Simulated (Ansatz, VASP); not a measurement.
**Two plane-wave programs on SrO**

```
Sr O
1.0
     3.05198    0.00000    0.00000
     0.00000    3.05198    0.00000
     0.00000    0.00000    3.10336
Sr O
1 1
Direct
  0.00000 0.00000 0.00000
  0.50000 0.50000 0.50000
```

Change from the starting cell: epitaxial_xy strain -1.6%.

Alike in both runs: task single point; functional PBE; k mesh 8 × 8 × 8; occupations fermi-dirac, width 0.02 eV; no spin polarisation.

|  | VASP | Ansatz |
| --- | --- | --- |
| version | VASP 6.6.1 | Ansatz 0.2.0 |
| potentials or method | VASP PAW PBE potentials, release 64 (Sr_sv, O) | plane waves, PAW |
| plane-wave cutoff (eV) | 520 | 420 |
| valence electrons in the cell | 16 | 16 |

VASP gave:

- gap on the k mesh at the Fermi level (eV): 2.69
- pressure (GPa): 7.3
- traceless stress, the component that is largest in VASP (GPa): -3.51

Task: Estimate Ansatz's values.

Result: gap on the k mesh at the Fermi level (eV): 2.75; pressure (GPa): 6.4; traceless stress, the component that is largest in VASP (GPa): -3.49.

The functional is the same, so the differences come from potentials, cutoffs and numerics.
